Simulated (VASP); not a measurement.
Wanted: the native input for a VASP 6.6.1 run.

```
Task                   : single point
Functional             : PBE
Potentials or basis    : VASP PAW PBE potentials, release 64 (Sc_sv, Cl)
Cutoff                 : 520 eV
k mesh                 : 4 × 4 × 4
Occupations            : gaussian, width 0.1 eV
Spin                   : no spin polarisation
Dipole correction      : no
Further INCAR settings : ALGO = Normal; EDIFF = 1e-06; NBANDS = 34
```

The structure of Sc4Cl lies in POSCAR:

```
Sc4Cl
1.0
    4.4139805200      0.0000000000      0.0000000000
    0.0000000000      4.4139805200      0.0000000000
    0.0000000000      0.0000000000      6.2423111100
Sc Cl
4 1
Direct
    0.5000000000      0.0000000000      0.2500000000
    0.0000000000      0.5000000000      0.7500000000
    0.5000000000      0.0000000000      0.7500000000
    0.0000000000      0.5000000000      0.2500000000
    0.0000000000      0.0000000000      0.0000000000
```

This cell differs from its parent crystal: atoms taken out.

One way to write it, as run:

INCAR

```
ALGO = Normal ; EDIFF = 1E-6
ENCUT = 520 ; GGA = PE
ISIF = 2 ; ISMEAR = 0
LASPH = T ; LCHARG = T
LELF = T ; LREAL = F
LVHAR = T ; LWAVE = F
NBANDS = 34 ; NELM = 100
PREC = Accurate ; SIGMA = 0.1
```

KPOINTS

```
k-points
0
Gamma
  4 4 4
```

Potentials or basis: VASP PAW PBE potentials, release 64 (Sc_sv, Cl).

Command:

```bash
$ cat potpaw_PBE.64/Sc_sv/POTCAR potpaw_PBE.64/Cl/POTCAR > POTCAR
$ mpirun -np 1 vasp_std > vasp.out
```

Results of the run:

* Pressure: -1.8 GPa
* Largest force: 0.314 eV/Å
* Band gap on the k mesh: zero (an odd number of electrons rules out a gap without spin polarisation)

Caveat: the cell differs from its parent crystal (atoms taken out); an odd number of electrons without spin polarisation forces a metal; a magnetic or distorted state may lie lower.

Wall time 74 s on 1 thread of AMD EPYC 7R43 64-Core Processor (Zen 3) (shared host), peak memory 0.22 GiB.
